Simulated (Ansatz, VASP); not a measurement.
Two plane-wave programs on RbBr

```
Rb Br
1.0
     4.02519    0.00000    0.00000
     0.00000    4.02519    0.00000
     0.00000    0.00000    4.19290
Rb Br
1 1
Direct
  0.88428 0.00000 0.00000
  0.62378 0.50000 0.50000
```

Change from the starting cell: mode 4 frozen in at -0.519 Å, equal normal strain along x and y -0.0400.

Alike in both runs: task single point; functional PBE; k mesh 6 × 6 × 6; occupations gaussian, width 0.05 eV; no spin polarisation.

|  | VASP | Ansatz |
| --- | --- | --- |
| version | VASP 6.6.1 | Ansatz 0.2.0 |
| potentials or method | VASP PAW PBE potentials, release 64 (Rb_sv, Br), cutoff 520 eV | scalar-relativistic, plane waves, PAW |
| valence electrons in the cell | 16 | 16 |

```csv
,VASP,Ansatz,Ansatz less VASP
gap on the k mesh at the Fermi level (eV),4.04,4.04,+0.004
least direct gap on the mesh (eV),4.25,4.25,+0.005
pressure (GPa),6.1,6.0,-0.08
"traceless stress, the component that is largest in VASP (GPa)",-2.80,-2.75,+0.047
rms of the force components (eV/Å),0.529,0.523,-0.0061
```

Atom by atom the forces differ by 0.006 eV/Å (rms over components). With one functional, cell and mesh, what is left measures potentials, basis and numerics.
